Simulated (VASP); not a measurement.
N, 16 atoms in the cell. The structure is trigonal, space group R-3c (No. 167). Conventional cell: a = 9.322 Å, b = 9.322 Å, c = 12.845 Å, α = 90.00°, β = 90.00°, γ = 120.00°. Within 1.5 Å of N (site symmetry 1) lie 1 N at 1.09 Å. N (site symmetry 3) has 1 N at 1.09 Å within 1.5 Å. 

- Program: VASP 6.6.1
- Task: single point
- Functional: PBE0
- Potentials or basis: VASP PAW PBE potentials, release 64 (N)
- Cutoff: 520 eV
- k mesh: 2 × 2 × 2
- Occupations: gaussian, width 0.01 eV
- Spin: no spin polarisation
- Dipole correction: no
- Grid for exact exchange (PRECFOCK): Fast
- Further INCAR settings: LREAL = Auto; ALGO = Normal; EDIFF = 1e-06; NBANDS = 54
- Share of exact exchange: 0.25

Potentials or basis: VASP PAW PBE potentials, release 64 (N).

The run is started by

```console
$ cat potpaw_PBE.64/N/POTCAR > POTCAR
$ cp INCAR.step1 INCAR
$ mpirun -np 1 vasp_std > vasp.out
$ cp INCAR.step2 INCAR
$ mpirun -np 1 vasp_std > vasp.out
```

Hardware: 1 thread of Intel(R) Xeon(R) Platinum 8375C CPU @ 2.90GHz (Ice Lake), on a shared host.

Problem. Estimate the wall time of this run.

Solution. Run time: 25 min on 1 thread of Intel(R) Xeon(R) Platinum 8375C CPU @ 2.90GHz (Ice Lake) (shared host), peak memory 0.47 GiB. Counts: k points 4.
